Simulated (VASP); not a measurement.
Write the native input for VASP 6.6.1 that does the following.

| Property | Result |
| --- | --- |
| Task | single point |
| Functional | PBEsol |
| Potentials or basis | VASP PAW PBE potentials, release 64 (Ru_pv) |
| Cutoff | 520 eV |
| k mesh | 24 × 24 × 12 |
| Occupations | gaussian, width 0.15 eV |
| Spin | no spin polarisation |
| Dipole correction | no |
| Further INCAR settings | ALGO = Fast; EDIFF = 1e-06; NBANDS = 21 |

The structure of Ru lies in POSCAR:

```
Ru
1.0
    3.1116692344      0.0000000000      0.0000000000
   -1.5558346172      1.9917973168      0.0000000000
    0.0000000000      0.0000000000      4.2819000000
Ru
2
Direct
    0.3333333333      0.6666666667      0.2500000000
    0.6666666667      0.3333333333      0.7500000000
```

This cell differs from its parent crystal: strain +0.1500 x Voigt [1, -1, 0, 0, 0, 0].

These files were run (other wordings do the same):

INCAR

```
SYSTEM = Ru
ALGO = Fast
EDIFF = 1E-6
ENCUT = 520
GGA = PS
ISIF = 2
ISMEAR = 0
LASPH = .True.
LCHARG = .False.
LREAL = .False.
LWAVE = .False.
NBANDS = 21
NELM = 80
PREC = Accurate
SIGMA = 0.15
```

KPOINTS

```
k-points
0
Gamma
  24 24 12
  0 0 0
```

Potentials or basis: VASP PAW PBE potentials, release 64 (Ru_pv).

Command:

```bash
$ cat potpaw_PBE.64/Ru_pv/POTCAR > POTCAR
$ mpirun -np 1 vasp_std > vasp.out
```

It gave:

- Pressure: 17.2 GPa
- Largest force: 1.202 eV/Å
- Band gap on the k mesh: zero (bands 14 and 15 overlap by 3.14 eV)

Caveat: the cell differs from its parent crystal (strain +0.1500 x Voigt [1, -1, 0, 0, 0, 0]); the stress differs along the axes, from -2 to 50 GPa; the PAW data sets were made with another functional, which shifts forces and pressure a little.

Wall time 4.9 min on 1 thread of Intel(R) Xeon(R) Platinum 8488C (Sapphire Rapids), with other jobs on the host, peak memory 0.53 GiB.
